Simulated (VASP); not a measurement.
## BaTiO3: single point with PBE+U

BaTiO3:

```
Ba Ti O
1.0
    -3.98949   -2.83974    2.84800
     0.00000    0.00000    5.69599
    -3.98949    2.83974    2.84800
Ba Ti O
2 2 6
Direct
  0.00000 0.00000 0.00000
  0.50000 0.50000 0.50000
  0.25000 0.26240 0.25000
  0.75000 0.76240 0.75000
  0.00000 0.48740 0.00000
  0.50000 0.98740 0.50000
  0.49330 0.49854 0.00670
  0.99330 0.99854 0.50670
  0.00670 0.49854 0.49330
  0.50670 0.99854 0.99330
```

```json
{"Program": "VASP 6.6.1", "Task": "single point", "Functional": "PBE", "Potentials or basis": "VASP PAW PBE potentials, release 64 (Ba_sv, Ti_sv, O)", "Cutoff": "520 eV", "k mesh": "4 × 4 × 4", "Occupations": "gaussian, width 0.1208 eV", "Spin": "collinear spin, zero start", "Starting moments": "[0.0, 0.0, 0.0, 0.0, 0.0, 0.0, 0.0, 0.0, 0.0, 0.0] μB", "Hubbard terms": "Ti d U = 4.06 eV", "Dipole correction": "no", "Further INCAR settings": "ALGO = Normal; EDIFF = 1e-06; NBANDS = 55"}
```

```yaml
Pressure: 6.8 GPa
Largest_force: 0.445 eV/Å
Band_gap_on_the_k_mesh: 2.31 eV
Net_moment: 0.00 μB per cell
Valence_electrons_inside_the_program's_atomic_spheres: Ba 7.99; Ti 10.07; O 5.05
```

Forces in eV/Å, atoms in the order of the input:
```
Ba   0.000  0.000  0.169
Ba   0.000  0.000  0.169
Ti   0.000  0.000 -0.445
Ti   0.000  0.000 -0.445
O    0.000  0.000  0.233
O    0.000  0.000  0.233
O    0.000 -0.281  0.021
O    0.000 -0.281  0.021
O    0.000  0.281  0.021
O    0.000  0.281  0.021
```

Stress tensor (GPa, compression positive):
```
6.90 0.00 0.00
0.00 7.08 0.00
0.00 0.00 6.40
```

Levels at points of the mesh, in eV from the valence-band top:
Spin up:
```csv
k point,band 37,band 38,band 39,band 40,band 41,band 42,band 43,band 44
"(0.00, 0.00, 0.00)",-0.25,-0.05,-0.01,0.00,2.31,2.36,2.48,4.01
"(0.50, 0.00, 0.00)",-0.75,-0.75,-0.59,-0.59,3.57,3.57,3.65,3.65
"(0.00, 0.50, 0.00)",-0.73,-0.73,-0.59,-0.59,3.58,3.58,3.64,3.64
"(0.50, 0.50, 0.00)",-0.90,-0.87,-0.81,-0.09,2.57,3.95,3.98,3.98
"(0.50, 0.00, 0.50)",-0.89,-0.88,-0.84,-0.14,2.53,3.92,3.97,3.99
```
Spin down:
| k point | band 38 | band 39 | band 40 | band 41 | band 42 | band 43 |
| --- | --- | --- | --- | --- | --- | --- |
| (0.00, 0.00, 0.00) | -0.05 | -0.01 | 0.00 | 2.31 | 2.36 | 2.48 |
| (0.50, 0.00, 0.00) | -0.75 | -0.59 | -0.59 | 3.57 | 3.57 | 3.65 |
| (0.00, 0.50, 0.00) | -0.73 | -0.59 | -0.59 | 3.58 | 3.58 | 3.64 |
| (0.50, 0.50, 0.00) | -0.87 | -0.81 | -0.09 | 2.57 | 3.95 | 3.98 |
| (0.50, 0.00, 0.50) | -0.88 | -0.84 | -0.14 | 2.53 | 3.92 | 3.97 |

Eigenvalues of the final occupation matrices:
| site | spin | trace | eigenvalues |
| --- | --- | --- | --- |
| site 3 d | 1 | 0.79 | 0.11 0.11 0.11 0.24 0.24 |
| site 3 d | 2 | 0.79 | 0.11 0.11 0.11 0.24 0.24 |
| site 4 d | 1 | 0.79 | 0.11 0.11 0.11 0.24 0.24 |
| site 4 d | 2 | 0.79 | 0.11 0.11 0.11 0.24 0.24 |

It took 9.3 min on 1 thread of Intel Xeon 8259CL, with other jobs on the host, peak memory 0.43 GiB.

Caveat: the cell stands under pressure; spin-orbit coupling is left out, which moves the levels of the heavy elements. A k mesh can miss the band edges.
